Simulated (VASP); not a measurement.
Pt:

```xyz
1
Lattice="0.0000 1.9716 1.9716 1.9716 0.0000 1.9716 1.9716 1.9716 0.0000" Properties=species:S:1:pos:R:3 pbc="T T T"
Pt    0.0000    0.0000    0.0000
```

| Item | Value |
| --- | --- |
| Program | VASP 6.6.1 |
| Task | relaxation of cell and atoms |
| Functional | r2SCAN |
| Potentials or basis | VASP PAW PBE potentials, release 64 (Pt) |
| Cutoff | 600 eV |
| k mesh | 18 × 18 × 18 |
| Occupations | tetrahedron |
| Spin | no spin polarisation |
| Hubbard terms | Pt d U = 3.0 eV |

At the start: pressure -7.2 GPa; volume 15.33 Å³/atom.

Q: Where does the relaxation end?

A: Over 6 steps the energy falls by 10.3 meV/atom and the volume is 14.89 Å³/atom (-2.9 %); space group Fm-3m (No. 225, to 0.1 Å) before and after.

Step by step:
```tsv
step	energy change (eV)	largest force (eV/Å)	pressure (GPa)	volume (Å³)
1	0.0000	0.0000	-7.23	15.33
2	0.0607	0.0000	23.76	13.84
3	-0.0103	0.0000	-0.14	14.90
4	-0.0103	0.0000	0.10	14.89
5	-0.0103	0.0000	-0.31	14.90
6	-0.0103	0.0000	-0.03	14.89
```

Final structure:
```
Pt
1.0
     0.00000    1.95260    1.95260
     1.95260    0.00000    1.95260
     1.95260    1.95260    0.00000
Pt
1
Direct
  0.00000 0.00000 0.00000
```

Caveat: the PAW data sets were made with another functional, which shifts forces and pressure a little; U without spin polarisation on a metal has little footing; the U is typed as a test and isn't derived for this compound; tetrahedron occupations give inexact forces and stress in metals.
